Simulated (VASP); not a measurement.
## NbRu: single point with LDA

Crystal: NbRu.

```xyz
2
Lattice="3.1195 0.0000 0.0000 0.0000 3.1195 0.0000 0.0000 0.0000 3.1195" Properties=species:S:1:pos:R:3 pbc="T T T"
Nb    0.0000    0.0000    0.0000
Ru    1.5597    1.5597    1.5597
```

```
Program                : VASP 6.6.1
Task                   : single point
Functional             : LDA
Potentials or basis    : VASP PAW LDA potentials, release 64 (Nb_sv, Ru_pv)
Cutoff                 : 520 eV
k mesh                 : 8 × 8 × 8
Occupations            : gaussian, width 0.05 eV
Spin                   : no spin polarisation
Dipole correction      : no
Further INCAR settings : ALGO = Normal; EDIFF = 1e-06; NBANDS = 20
```

```
Pressure : 0.2 GPa
```

Levels at points of the mesh, in eV from the Fermi level:
```csv
k point,band 9,band 10,band 11,band 12,band 13,band 14,band 15,band 16,band 17,band 18
"(0.00, 0.00, 0.00)",-6.16,-6.16,-2.46,-2.46,-2.46,0.86,0.86,3.67,3.67,3.67
"(0.50, 0.00, 0.00)",-4.22,-4.09,-2.59,-2.35,-2.35,-1.39,-0.31,-0.31,1.13,1.78
"(0.50, 0.50, 0.00)",-5.90,-4.25,-4.25,-0.28,0.10,1.23,1.23,1.42,3.44,4.09
"(0.50, 0.50, 0.50)",-3.61,-3.61,-3.06,-3.06,-3.06,-0.19,-0.19,3.59,3.59,7.34
```

Wall time 5.8 s on 1 thread of Intel(R) Xeon(R) 6975P-C (Granite Rapids) (shared host), peak memory 0.13 GiB.
